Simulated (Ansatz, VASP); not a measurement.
# One calculation of TiAlF, two programs

```
Ti Al F
1.0
     3.28261    0.00000    0.00000
     0.00000    3.28261    0.00000
     0.00000    0.00000    3.93020
Ti Al F
1 1 1
Direct
  0.50000 0.50000 0.00000
  0.50000 0.50000 0.50000
  0.00000 0.00000 0.00000
```

Alike in both runs: task single point; functional PBE; k mesh 6 × 6 × 4; occupations gaussian, width 0.1 eV; collinear spin.

|  | VASP | Ansatz |
| --- | --- | --- |
| version | VASP 6.6.1 | Ansatz 0.2.0 |
| potentials or method | VASP PAW PBE potentials, release 64 (Ti_sv, Al, F), cutoff 520 eV | scalar-relativistic, plane waves, PAW |
| valence electrons in the cell | 22 | 22 |

```csv
,VASP,Ansatz,Ansatz less VASP
gap on the k mesh at the Fermi level (eV),none,none,-
net moment per atom (μB),0.24,0.42,+0.179
size of the moment on the site where the two differ most (μB),0.58,0.69,+0.107
```

The net moments are unlike, so the other rows may belong to different states. Site moments also hang on the region over which each program counts them. A gap of «none» marks a metal or a gap that the smearing closes.

The k mesh is coarse, so the values compare programs but aren't converged.
